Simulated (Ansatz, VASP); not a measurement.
## Two plane-wave programs on Ti3Al

```
Ti Al
1.0
     0.00000    3.25318    3.25318
     3.25318    0.00000    3.25318
     3.25318    3.25318    0.00000
Ti Al
3 1
Cartesian
  4.8798 4.8798 4.8798
  1.6266 1.6266 1.6266
  0.0000 0.0000 0.0000
  3.2532 3.2532 3.2532
```

Alike in both runs: task single point; functional PBEsol; k mesh 6 × 6 × 6; no spin polarisation.

|  | VASP | Ansatz |
| --- | --- | --- |
| version | VASP 6.6.1 | Ansatz 0.2.0 |
| potentials or method | VASP PAW PBE potentials, release 64 (Ti_sv, Al), cutoff 520 eV | plane waves, PAW |
| occupations | methfessel-paxton of order 1, width 0.15 eV | cold, width 0.15 eV |
| valence electrons in the cell | 39 | 39 |

VASP gave:

| Property | Result |
| --- | --- |
| pressure (GPa) | -7.0 |

Problem. Estimate Ansatz's values.

Solution. Pressure (GPa): -6.9.

VASP's potentials were made for PBE, not for PBEsol.
